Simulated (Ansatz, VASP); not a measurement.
One calculation of MgO, two programs

```
CELL_PARAMETERS angstrom
0.00000 1.95608 1.95608
1.95608 0.00000 1.95608
1.95608 1.95608 0.00000
ATOMIC_POSITIONS crystal
Mg 0.00000 0.00000 0.00000
O 0.50000 0.50000 0.50000
```

Change from the starting cell: volume scaled by 0.8, LAPW.

Alike in both runs: task single point; functional PBEsol; k mesh 15 × 15 × 15; occupations fermi-dirac, width 0.05 eV; no spin polarisation.

```csv
,VASP,Ansatz
version,VASP 6.6.1,Ansatz 0.2.0
potentials or method,"VASP PAW PBE potentials, release 64 (Mg, O), cutoff 520 eV","all-electron LAPW, scalar-relativistic"
```

```csv
,VASP,Ansatz,Ansatz less VASP
gap on the k mesh at the Fermi level (eV),7.10,7.09,-0.008
pressure (GPa),56.0,55.7,-0.37
```

VASP's potentials were made for PBE, not for PBEsol. Both programs put the cell under a high pressure, so it lies far from rest at this level. Ansatz ran all-electron here, and VASP with PAW potentials.
